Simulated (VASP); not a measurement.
TaTc: single point with LDA

The system is TaTc.

```xyz
2
Lattice="3.1334 0.0000 0.0000 0.0000 3.1334 0.0000 0.0000 0.0000 3.1334" Properties=species:S:1:pos:R:3 pbc="T T T"
Ta    0.0000    0.0000    0.0000
Tc    1.5667    1.5667    1.5667
```

```
Program                : VASP 6.6.1
Task                   : single point
Functional             : LDA
Potentials or basis    : VASP PAW LDA potentials, release 64 (Ta_pv, Tc_pv)
Cutoff                 : 520 eV
k mesh                 : 7 × 7 × 7
Occupations            : gaussian, width 0.05 eV
Spin                   : no spin polarisation
Dipole correction      : no
Further INCAR settings : ALGO = Normal; EDIFF = 1e-07; NBANDS = 19
```

| Item | Value |
| --- | --- |
| Pressure | 0.7 GPa |
| Band gap on the k mesh | zero (band 12 reaches 10.28 eV, above the bottom of band 13 at 9.59 eV) |

Levels at points of the mesh, in eV from the Fermi level:
| k point | band 8 | band 9 | band 10 | band 11 | band 12 | band 13 | band 14 | band 15 | band 16 | band 17 |
| --- | --- | --- | --- | --- | --- | --- | --- | --- | --- | --- |
| (0.00, 0.00, 0.00) | -5.56 | -5.56 | -1.31 | -1.31 | -1.31 | 2.14 | 2.14 | 5.31 | 5.31 | 5.31 |

It took 13 s on 1 thread of Intel Xeon 8259CL, on a shared host, peak memory 0.13 GiB.

Caveat: spin-orbit coupling is left out, which moves the levels of the heavy elements.
